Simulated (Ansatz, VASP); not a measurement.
Two plane-wave programs on GaSb3

```
CELL_PARAMETERS angstrom
0.00000 3.62019 3.81893
3.62019 0.00000 3.81893
3.62019 3.62019 0.00000
ATOMIC_POSITIONS crystal
Ga 0.00000 0.00000 0.00000
Sb 0.25000 0.25000 0.25000
Sb 0.75000 0.75000 0.75000
Sb 0.50000 0.50000 0.50000
```

Alike in both runs: task single point; functional LDA; k mesh 10 × 10 × 10; occupations gaussian, width 0.15 eV; no spin polarisation.

|  | VASP | Ansatz |
| --- | --- | --- |
| version | VASP 6.6.1 | Ansatz 0.2.0 |
| potentials or method | VASP PAW LDA potentials, release 64 (Ga_d, Sb), cutoff 520 eV | scalar-relativistic, plane waves, PAW |
| valence electrons in the cell | 28 | 58 |

Ansatz gave:

- gap on the k mesh at the Fermi level (eV): none
- pressure (GPa): -2.9
- traceless stress, the component that is largest in VASP (GPa): -1.02

Which values does VASP return?

gap on the k mesh at the Fermi level (eV): none; pressure (GPa): -2.8; traceless stress, the component that is largest in VASP (GPa): -1.04.

Ansatz warns that its potentials were made for another functional, while VASP's fit it. LDA's correlation is that of Perdew and Zunger in VASP and of Perdew and Wang (1992) in Ansatz. A gap of «none» marks a metal or a gap that the smearing closes. VASP's potentials hold 28 valence electrons a cell and Ansatz's 58, so a difference there can come from the potentials and not from the codes.

Spin-orbit coupling is off throughout.
